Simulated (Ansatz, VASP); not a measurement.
## One calculation of In3GaSb2N2, two programs

File INCAR:

```
  ALGO = Normal
  EDIFF = 1E-6
  EDIFFG = -0.08
  ENCUT = 600
  GGA = PE
  IBRION = 2
  ISIF = 3
  ISMEAR = 0
  LASPH = True
  LCHARG = False
  LREAL = False
  LWAVE = False
  NELM = 60
  NSW = 36
  PREC = Accurate
  SIGMA = 0.15
```

File KPOINTS:

```
k-points
0
Gamma
  3 3 1
```

File POSCAR:

```
In3GaSb2N2
1.0
    3.8000000000      0.0000000000      0.0000000000
    0.0000000000      3.8000000000      0.0000000000
    0.0000000000      0.0000000000     11.5700000000
In Ga Sb N
3 1 2 2
Direct
    0.5000000000      0.5000000000      0.1550000000
    0.5000000000      0.5000000000      0.8450000000
    0.0000000000      0.0000000000      0.5000000000
    0.0000000000      0.0000000000      0.0000000000
    0.5000000000      0.0000000000      0.6700000000
    0.0000000000      0.5000000000      0.3300000000
    0.0000000000      0.5000000000      0.9300000000
    0.5000000000      0.0000000000      0.0700000000
```

Input for Ansatz:

```yaml
crystal:
  lattice:
    - [3.8, 0.0, 0.0]
    - [0.0, 3.8, 0.0]
    - [0.0, 0.0, 11.57]
  atoms:
    - { symbol: In, position: [0.5, 0.5, 0.155] }
    - { symbol: In, position: [0.5, 0.5, 0.845] }
    - { symbol: In, position: [0.0, 0.0, 0.5] }
    - { symbol: Ga, position: [0.0, 0.0, 0.0] }
    - { symbol: Sb, position: [0.5, 0.0, 0.67] }
    - { symbol: Sb, position: [0.0, 0.5, 0.33] }
    - { symbol: "N", position: [0.0, 0.5, 0.93] }
    - { symbol: "N", position: [0.5, 0.0, 0.07] }
basis:
  ecutwfc: 420
kpoints:
  mp_grid: { grid: [3, 3, 1] }
hamiltonian:
  xc: pbe
scf:
  occupations: { method: gaussian, width: 0.15 }
  lower_state_search: "off"
output:
  forces: true
  stress: true
  eigenvalues: true
relax:
  adjacent_minimum: "off"
  f_tol: 0.08
  max_steps: 16
  cell: { stress_tol: 0.8 }
```

Alike in both runs: task relaxation of cell and atoms; functional PBE; k mesh 3 × 3 × 1; occupations gaussian, width 0.15 eV; no spin polarisation.

|  | VASP | Ansatz |
| --- | --- | --- |
| version | VASP 6.6.1 | Ansatz 0.2.0 |
| potentials or method | VASP PAW PBE potentials, release 64 (In_d, Ga_d, Sb, N), cutoff 600 eV | scalar-relativistic, plane waves, PAW |
| valence electrons in the cell | 72 | 92 |

VASP gave:

- gap on the k mesh at the Fermi level, each at its own relaxed structure (eV): none
- relaxed volume (Å³/atom): 23.79
- relaxed cell length with the largest relative difference (Å): 11.950

Question: Which values does Ansatz return?

Answer: gap on the k mesh at the Fermi level, each at its own relaxed structure (eV): none; relaxed volume (Å³/atom): 23.77; relaxed cell length with the largest relative difference (Å): 12.346.

A gap of «none» marks a metal or a gap that the smearing closes. VASP's potentials hold 72 valence electrons a cell and Ansatz's 92, so a difference there can come from the potentials and not from the codes.

The k mesh is coarse, so the values compare programs but aren't converged. Neither program's run includes spin-orbit coupling.
